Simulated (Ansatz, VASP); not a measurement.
## AlNi: VASP beside Ansatz

```
CELL_PARAMETERS angstrom
2.86182 0.00000 0.00000
0.00000 2.86182 0.00000
0.00000 0.00000 2.86182
ATOMIC_POSITIONS crystal
Al 0.00000 0.00000 0.98672
Ni 0.50000 0.50000 0.50610
```

Change from the starting cell: mode 6 frozen in at -0.038 Å, equal normal strain along x, y and z +0.0000.

Alike in both runs: task single point; functional PBEsol; k mesh 16 × 16 × 16; occupations gaussian, width 0.15 eV; no spin polarisation.

|  | VASP | Ansatz |
| --- | --- | --- |
| version | VASP 6.6.1 | Ansatz 0.2.0 |
| potentials or method | VASP PAW PBE potentials, release 64 (Al, Ni), cutoff 520 eV | scalar-relativistic, plane waves, PAW |
| valence electrons in the cell | 13 | 21 |

```tsv
	VASP	Ansatz	Ansatz less VASP
gap on the k mesh at the Fermi level (eV)	none	none	-
pressure (GPa)	0.4	0.2	-0.16
traceless stress, the component that is largest in VASP (GPa)	-0.11	-0.11	+0.003
rms of the force components (eV/Å)	0.201	0.199	-0.0019
```

VASP's potentials were made for PBE, not for PBEsol, and Ansatz warns of the same on its side. Atom by atom the forces differ by 0.002 eV/Å (rms over components). A gap of «none» marks a metal or a gap that the smearing closes. VASP's potentials hold 13 valence electrons a cell and Ansatz's 21, so a difference there can come from the potentials and not from the codes.
